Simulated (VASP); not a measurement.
# AlNi2 (P-3m1) in VASP: notebook

The runs below take AlNi2 through single point, with PBEsol.

All numbers are computed with VASP 6.6.1; they aren't measurements. Logs are shortened: lines on timing, memory, paths and dates and some standing lists are left out, and cuts for length are marked.

## Step 1: The cell of the first run

The structure is trigonal, space group P-3m1 (No. 164). The conventional cell has a = 4.013 Å, b = 4.013 Å, c = 4.957 Å, α = 90.00°, β = 90.00°, γ = 120.00°. Within 3.2 Å of Al (site symmetry 3m) lie 11 Ni at 2.39 to 2.77 Å and 3 Al at 3.01 Å. Within 3.2 Å of Ni (site symmetry 3m) lie 5 Al at 2.39 to 2.51 Å and 9 Ni at 2.50 to 2.97 Å. Ni (site symmetry -3m) has 8 Ni at 2.48 to 2.50 Å and 6 Al at 2.77 Å within 3.3 Å. Within 3.3 Å of Ni (site symmetry -3m) lie 8 Ni at 2.48 to 2.79 Å and 6 Al at 2.51 Å.

## Step 2: Single point, PBEsol (11.52 Å³/atom)

The input, INCAR:

```
SYSTEM = AlNi2
ALGO = Fast
EDIFF = 1E-6
ENCUT = 520
GGA = PS
ISIF = 2
ISMEAR = 0
LASPH = .True.
LCHARG = .False.
LREAL = .False.
LWAVE = .False.
NBANDS = 32
NELM = 60
PREC = Accurate
SIGMA = 0.1
```

The input, KPOINTS:

```
k-points
0
Gamma
  12 12 8
  0 0 0
```

The input, POSCAR:

```
AlNi2
1.0
    4.0133391134      0.0000000000      0.0000000000
   -2.0066695567      3.4756536262      0.0000000000
    0.0000000000      0.0000000000      4.9568887542
Al Ni
2 4
Direct
    0.3333333333      0.6666666667      0.1934965883
    0.6666666667      0.3333333333      0.8065034117
    0.3333333333      0.6666666667      0.6880412375
    0.6666666667      0.3333333333      0.3119587625
    0.0000000000      0.0000000000      0.5000000000
    0.0000000000      0.0000000000      0.0000000000
```

Potentials or basis: VASP PAW PBE potentials, release 64 (Al, Ni).

Run with:

```console
cat potpaw_PBE.64/Al/POTCAR potpaw_PBE.64/Ni/POTCAR > POTCAR
mpirun -np 1 vasp_std > vasp.out
```

OUTCAR:

```text
SYSTEM = AlNi2
   EDIFF = 1E-6
   ENCUT = 520
   GGA = PS
   ISIF = 2
   ISMEAR = 0
   LASPH = .True.
   LREAL = .False.
   NELM = 60
   PREC = Accurate

 ion  position               nearest neighbor table
   1  0.333  0.667  0.193-   4 2.39   4 2.39   4 2.39   3 2.45   3 2.51   6 2.51   6 2.51   6 2.51
                             5 2.77   5 2.77   5 2.77   2 3.01   2 3.01   2 3.01
   2  0.667  0.333  0.807-   3 2.39   3 2.39   3 2.39   4 2.45   4 2.51   6 2.51   6 2.51   6 2.51
                             5 2.77   5 2.77   5 2.77   1 3.01   1 3.01   1 3.01
   3  0.333  0.667  0.688-   2 2.39   2 2.39   2 2.39   1 2.45   5 2.50   5 2.50   5 2.50   1 2.51
                             6 2.79   6 2.79   6 2.79   4 2.97   4 2.97   4 2.97
   4  0.667  0.333  0.312-   1 2.39   1 2.39   1 2.39   2 2.45   5 2.50   5 2.50   5 2.50   2 2.51
                             6 2.79   6 2.79   6 2.79   3 2.97   3 2.97   3 2.97
   5  0.000  0.000  0.500-   6 2.48   6 2.48   3 2.50   4 2.50   3 2.50   4 2.50   4 2.50   3 2.50
                             1 2.77   2 2.77   1 2.77   2 2.77   1 2.77   2 2.77
   6  0.000  0.000  0.000-   5 2.48   5 2.48   1 2.51   2 2.51   1 2.51   2 2.51   2 2.51   1 2.51
                             3 2.79   4 2.79   4 2.79   3 2.79   4 2.79   3 2.79

  LATTYP: Found a hexagonal cell.
 ALAT       =     4.0133391134
 C/A-ratio  =     1.2351033925

  Lattice vectors:

 A1 = (   4.0133391134,   0.0000000000,   0.0000000000)
 A2 = (  -2.0066695567,   3.4756536262,   0.0000000000)
 A3 = (   0.0000000000,   0.0000000000,   4.9568887542)

Analysis of symmetry for initial positions (statically):
=====================================================================
 Subroutine PRICEL returns:
 Original cell was already a primitive cell.

 Routine SETGRP: Setting up the symmetry group for a
 hexagonal supercell.

 Subroutine GETGRP returns: Found 12 space group operations
 (whereof 12 operations were pure point group operations)
 out of a pool of 24 trial point group operations.

The static configuration has the point symmetry D_3d.

Analysis of symmetry for dynamics (positions and initial velocities):
=====================================================================
 Subroutine PRICEL returns:
 Original cell was already a primitive cell.

 Routine SETGRP: Setting up the symmetry group for a
 hexagonal supercell.

 Subroutine GETGRP returns: Found 12 space group operations
 (whereof 12 operations were pure point group operations)
 out of a pool of 24 trial point group operations.

The dynamic configuration has the point symmetry D_3d.

 Subroutine INISYM returns: Found 12 space group operations
 (whereof 12 operations are pure point group operations),
 and found     1 'primitive' translations

----------------------------------------------------------------------------------------

                                     Primitive cell

  volume of cell :      69.1435

  direct lattice vectors                    reciprocal lattice vectors
     4.013339113  0.000000000  0.000000000     0.249169076  0.143857833  0.000000000
    -2.006669557  3.475653626  0.000000000     0.000000000  0.287715667  0.000000000
     0.000000000  0.000000000  4.956888754     0.000000000  0.000000000  0.201739448

  length of vectors
     4.013339113  4.013339113  4.956888754     0.287715667  0.287715667  0.201739448

  position of ions in fractional coordinates (direct lattice)
     0.333333333  0.666666667  0.193496588
     0.666666667  0.333333333  0.806503412
     0.333333333  0.666666667  0.688041238
     0.666666667  0.333333333  0.311958762
     0.000000000  0.000000000  0.500000000
     0.000000000  0.000000000  0.000000000

  ion indices of the primitive-cell ions
   primitive index   ion index
                 1           1
                 2           2
                 3           3
                 4           4
                 5           5
                 6           6

----------------------------------------------------------------------------------------

 KPOINTS: k-points

Automatic generation of k-mesh.
 Grid dimensions read from file:
 generate k-points for:   12   12    8

 Generating k-lattice:

  Cartesian coordinates                     Fractional coordinates (reciprocal lattice)
     0.020764090  0.011988153  0.000000000     0.083333333  0.000000000  0.000000000
     0.000000000  0.023976306  0.000000000     0.000000000  0.083333333  0.000000000
     0.000000000  0.000000000  0.025217431     0.000000000  0.000000000  0.125000000

  Length of vectors
     0.023976306  0.023976306  0.025217431

  Shift w.r.t. Gamma in fractional coordinates (k-lattice)
     0.000000000  0.000000000  0.000000000

 Subroutine IBZKPT returns following result:
 ===========================================

 Found    131 irreducible k-points:

 Following reciprocal coordinates:
            Coordinates               Weight
  0.000000  0.000000  0.000000      1.000000
  0.083333 -0.000000  0.000000      6.000000
  0.166667  0.000000  0.000000      6.000000
  0.250000 -0.000000  0.000000      6.000000
  0.333333  0.000000  0.000000      6.000000
  0.416667 -0.000000  0.000000      6.000000
[... 16 lines left out ...]
  0.166667  0.000000  0.125000      6.000000
  0.000000  0.166667  0.125000      6.000000
 [... further k-points ...]
   k-points           NKPTS =    131   k-points in BZ     NKDIM =    131   number of bands    NBANDS=     32
   number of dos      NEDOS =    301   number of ions     NIONS =      6
   total plane-waves  NPLWV =  36000
   dimension x,y,z NGX =    30 NGY =   30 NGZ =   40
   dimension x,y,z NGXF=    60 NGYF=   60 NGZF=   80
   ions per type =               2   4
   NGX,Y,Z   is equivalent  to a cutoff of  12.43, 12.43, 13.42 a.u.
   NGXF,Y,Z  is equivalent  to a cutoff of  24.85, 24.85, 26.83 a.u.
 SYSTEM =  AlNi2
   PREC   = accura    normal or accurate (medium, high low for compatibility)
   ISTART =      0    job   : 0-new  1-cont  2-samecut
   ICHARG =      2    charge: 1-file 2-atom 10-const
   ISPIN  =      1    spin polarized calculation?
   LNONCOLLINEAR =      F non collinear calculations
   LSORBIT =      F    spin-orbit coupling
   LASPH  =      T    aspherical Exc in radial PAW
   ENCUT  =  520.0 eV  38.22 Ry    6.18 a.u.   7.46  7.46  9.22*2*pi/ulx,y,z
   NELM   =     60;   NELMIN=  2; NELMDL= -5     # of ELM steps
   EDIFF  = 0.1E-05   stopping-criterion for ELM
   LREAL  =      F    real-space projection
   EDIFFG = 0.1E-04   stopping-criterion for IOM
   NSW    =      0    number of steps for IOM
   IBRION =     -1    ionic relax: 0-MD 1-quasi-New 2-CG
   NFREE  =      0    steps in history (QN), initial steepest desc. (CG)
   ISIF   =      2    stress and relaxation
   ISYM   =      2    0-nonsym 1-usesym 2-fastsym
   POTIM  = 0.5000    time-step for ionic-motion
   TEBEG  =    0.0;   TEEND  =   0.0 temperature during run
   PSTRESS=    0.0 pullay stress
   NELECT =      46.0000    total number of electrons
   NUPDOWN=      -1.0000    fix difference up-down
   EMIN   =  10.00;   EMAX   =-10.00  energy-range for DOS
   EFERMI =   0.00;   METHOD = LEGACY
   ISMEAR =     0;   SIGMA  =   0.10  broadening in eV -4-tet -1-fermi 0-gaus
   EFERMI_NEDOS =   21; number of points for ismear=-14 and -15
   IALGO  =     68    algorithm
   IMIX   =      4    mixing-type and parameters
     AMIX     =   0.40;   BMIX     =  1.00
     AMIX_MAG =   1.60;   BMIX_MAG =  1.00
  volume/ion in A,a.u.               =      11.52        77.77
  Fermi-wavevector in a.u.,A,eV,Ry     =   1.429147  2.700696 27.789375  2.042461
  Thomas-Fermi vector in A             =   2.549132
   LORBIT       =      0    0 simple, 1 ext, 2 COOP (PROOUT), +10 PAW based schemes
   GGA     = PS    functional components
   LHFCALC =     F    Hartree Fock is set to
   AEXX    =    0.0000 exact exchange contribution
   IVDW    =     0    specifies the selected vdW correction
   LEPSILON=     F    determine dielectric tensor
   LRPA    =     F    only Hartree local field effects (RPA)
 non-spin polarized calculation
 RMM-DIIS sequential band-by-band and
 Gauss-broadening in eV      SIGMA  =   0.10
  energy-cutoff  :      520.00
  volume of cell :       69.14
 maximum number of plane-waves:      1882
 NGX is ok and might be reduce to    30
   NGX = 15   NGY = 15   NGZ = 19

 number of electron      45.9999975 magnetization

 Free energy of the ion-electron system (eV)
  ---------------------------------------------------
  ext. energy  EPLUGINS =         0.00000000
  ---------------------------------------------------
  free energy    TOTEN  =       -35.79319657 eV

  energy without entropy =      -35.77911063  energy(sigma->0) =      -35.78615360

 E-fermi :   9.5358     XC(G=0): -12.5884

 val. band max:        9.5288308998   @ k =  -0.1667   0.5000   0.3750
 cond. band min:       9.5385464870   @ k =   0.2500   0.1667   0.2500
 fundamental gap:      0.0097155872
 Fermi energy:         9.5358390415

 k-point     1 :       0.0000    0.0000    0.0000
  band No.  band energies     occupation
      1      -0.8523      2.00000
      2       4.3568      2.00000
      3       4.5726      2.00000
      4       5.8592      2.00000
      5       5.8592      2.00000
      6       6.3452      2.00000
[... 24 lines left out ...]
     31      16.1837      0.00000
     32      16.2051      0.00000

 k-point     2 :       0.0833   -0.0000    0.0000
  band No.  band energies     occupation
      1      -0.7637      2.00000
      2       4.3636      2.00000
      3       4.6309      2.00000
      4       5.8657      2.00000
      5       5.8951      2.00000
      6       6.3101      2.00000
[... 24 lines left out ...]
     31      16.1341      0.00000
     32      16.6894      0.00000
[... 733 lines left out ...]
     31      16.4110      0.00000
     32      17.0915      0.00000

 k-point    24 :       0.0000    0.1667    0.1250
  band No.  band energies     occupation
      1      -0.4046      2.00000
      2       3.7296      2.00000
      3       5.0697      2.00000
      4       5.8707      2.00000
      5       6.0419      2.00000
      6       6.2197      2.00000
[... 24 lines left out ...]
     31      16.0955      0.00000
     32      16.4856      0.00000

 [... further k-points ...]
[... 5 lines left out ...]
  --------------------------------------------------------------------------------------
  -------------------------------------------------------------------------------------
  Total       -2.1854142     -2.1854142     -2.2011723      0.0000000     -0.0000000      0.0000000
  in kB      -50.6398991    -50.6398991    -51.0050400      0.0000000     -0.0000000      0.0000000
  external PRESSURE =     -50.7616127 kB  Pullay stress =       0.0000000 kB

 VOLUME and BASIS-vectors are now :
 -----------------------------------------------------------------------------
  energy-cutoff  :      520.00
  volume of cell :       69.14
      direct lattice vectors                 reciprocal lattice vectors
     4.013339113  0.000000000  0.000000000     0.249169076  0.143857833  0.000000000
    -2.006669557  3.475653626  0.000000000     0.000000000  0.287715667  0.000000000
     0.000000000  0.000000000  4.956888754     0.000000000  0.000000000  0.201739448

 POSITION                                       TOTAL-FORCE (eV/Angst)
 -----------------------------------------------------------------------------------
     -0.00000      2.31710      0.95914        -0.000000     -0.000000      0.002257
      2.00667      1.15855      3.99775         0.000000      0.000000     -0.002257
     -0.00000      2.31710      3.41054        -0.000000      0.000000     -0.003330
      2.00667      1.15855      1.54634        -0.000000     -0.000000      0.003330
      0.00000      0.00000      2.47844        -0.000000     -0.000000      0.000000
      0.00000      0.00000      0.00000        -0.000000     -0.000000      0.000000
 -----------------------------------------------------------------------------------
    total drift:                               -0.000000      0.000000     -0.000000

  FREE ENERGIE OF THE ION-ELECTRON SYSTEM (eV)
  ---------------------------------------------------
  free  energy   TOTEN  =       -35.7931965699 eV

  energy  without entropy=      -35.7791106274  energy(sigma->0) =      -35.78615360
```

Wall time 5.9 min (1 thread of Intel Xeon Platinum 8259CL at 2.50GHz (Skylake/Cascade Lake), shared host); peak memory 0.34 GiB.

Results:

- Free energy: -35.7932 eV
- Pressure: -5.1 GPa
- Largest force: 0.003 eV/Å
- Band gap on the k mesh: zero (bands 23 and 24 overlap by 4.21 eV)

Forces on the atoms (eV/Å):
```
Al   0.000  0.000  0.002
Al   0.000  0.000 -0.002
Ni   0.000  0.000 -0.003
Ni   0.000  0.000  0.003
Ni   0.000  0.000  0.000
Ni   0.000  0.000  0.000
```

Caveat: the cell stands under tension; the PAW data sets were made with another functional, which shifts forces and pressure a little. Spin polarisation is off, so any magnetic state and its effect on volume and gap are missing.

## Step 3: Single point, PBEsol (11.86 Å³/atom)

This run uses another cell than the first one, of 11.86 Å³/atom.

The input, INCAR:

```
  ALGO = Fast
  EDIFF = 1E-6
  ENCUT = 520
  GGA = PS
  ISIF = 2
  ISMEAR = 0
  LASPH = True
  LCHARG = False
  LREAL = False
  LWAVE = False
  NBANDS = 32
  NELM = 60
  PREC = Accurate
  SIGMA = 0.1
```

The input, KPOINTS:

```
k-points
0
Gamma
  12 12 8
```

The input, POSCAR:

```
AlNi2
1.0
    4.0510287904      0.0000000000      0.0000000000
   -2.0255143952      3.5082938440      0.0000000000
    0.0000000000      0.0000000000      5.0067841511
Al Ni
2 4
Direct
    0.3333333333      0.6666666667      0.1947094051
    0.6666666667      0.3333333333      0.8052905949
    0.3333333333      0.6666666667      0.6889891415
    0.6666666667      0.3333333333      0.3110108585
    0.0000000000      0.0000000000      0.5000000000
    0.0000000000      0.0000000000      0.0000000000
```

Potentials or basis: VASP PAW PBE potentials, release 64 (Al, Ni).

Run with:

```console
cat potpaw_PBE.64/Al/POTCAR potpaw_PBE.64/Ni/POTCAR > POTCAR
mpirun -np 1 vasp_std > vasp.out
```

It took 5.5 min on 1 thread of Intel Xeon Platinum 8259CL at 2.50GHz (Skylake/Cascade Lake), shared host; peak memory 0.35 GiB.

The run converged. Its results:

| Quantity | Value |
| --- | --- |
| Free energy | -35.7007 eV |
| Pressure | -9.5 GPa |
| Band gap on the k mesh | zero (bands 23 and 24 overlap by 4.17 eV) |

Forces in eV/Å, atoms in the order of the input:
```
Al   0.000  0.000  0.001
Al   0.000  0.000 -0.001
Ni   0.000  0.000 -0.003
Ni   0.000  0.000  0.003
Ni   0.000  0.000  0.000
Ni   0.000  0.000  0.000
```

Levels at points of the mesh, in eV from the Fermi level:
| k point | band 19 | band 20 | band 21 | band 22 | band 23 | band 24 | band 25 | band 26 | band 27 | band 28 |
| --- | --- | --- | --- | --- | --- | --- | --- | --- | --- | --- |
| (0.00, 0.00, 0.00) | -0.61 | -0.61 | -0.48 | -0.48 | 0.64 | 3.10 | 3.10 | 3.69 | 3.69 | 4.51 |
| (0.50, 0.00, 0.00) | -0.92 | -0.74 | -0.69 | -0.59 | -0.50 | -0.29 | 0.86 | 1.72 | 3.19 | 3.52 |
| (0.00, 0.00, 0.50) | -0.67 | -0.67 | -0.64 | -0.64 | 3.84 | 3.97 | 3.97 | 4.12 | 4.12 | 4.87 |
| (0.50, 0.00, 0.50) | -1.09 | -0.90 | -0.76 | -0.60 | -0.36 | -0.26 | 1.65 | 1.76 | 3.21 | 4.50 |

Caveat: the cell stands under tension; the PAW data sets were made with another functional, which shifts forces and pressure a little.
